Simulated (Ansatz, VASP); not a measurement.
## One calculation of MoS2, two programs

```
CELL_PARAMETERS angstrom
1.57486 0.90925 6.07396
-1.57486 0.90925 6.07396
0.00000 -1.81849 6.07396
ATOMIC_POSITIONS crystal
Mo 0.00000 0.00000 0.00000
S 0.25000 0.25000 0.25000
S 0.75000 0.75000 0.75000
```

Change from the starting cell: volume scaled by 0.98.

Alike in both runs: task single point; functional PBE; k mesh 10 × 10 × 10; occupations fermi-dirac, width 0.05 eV; no spin polarisation.

|  | VASP | Ansatz |
| --- | --- | --- |
| version | VASP 6.6.1 | Ansatz 0.2.0 |
| potentials or method | VASP PAW PBE potentials, release 64 (Mo_sv, S), cutoff 520 eV | all-electron LAPW, scalar-relativistic |

Ansatz gave:

| Property | Result |
| --- | --- |
| gap on the k mesh at the Fermi level (eV) | none |
| pressure (GPa) | 11.4 |
| traceless stress, the component that is largest in VASP (GPa) | 3.27 |
| rms of the force components (eV/Å) | 0.651 |

**Question.** Estimate VASP's values.

**Answer.** gap on the k mesh at the Fermi level (eV): none; pressure (GPa): 11.3; traceless stress, the component that is largest in VASP (GPa): 3.28; rms of the force components (eV/Å): 0.645.

Atom by atom the forces differ by 0.006 eV/Å (rms over components). A gap of «none» marks a metal or a gap that the smearing closes. Ansatz ran all-electron here, and VASP with PAW potentials.
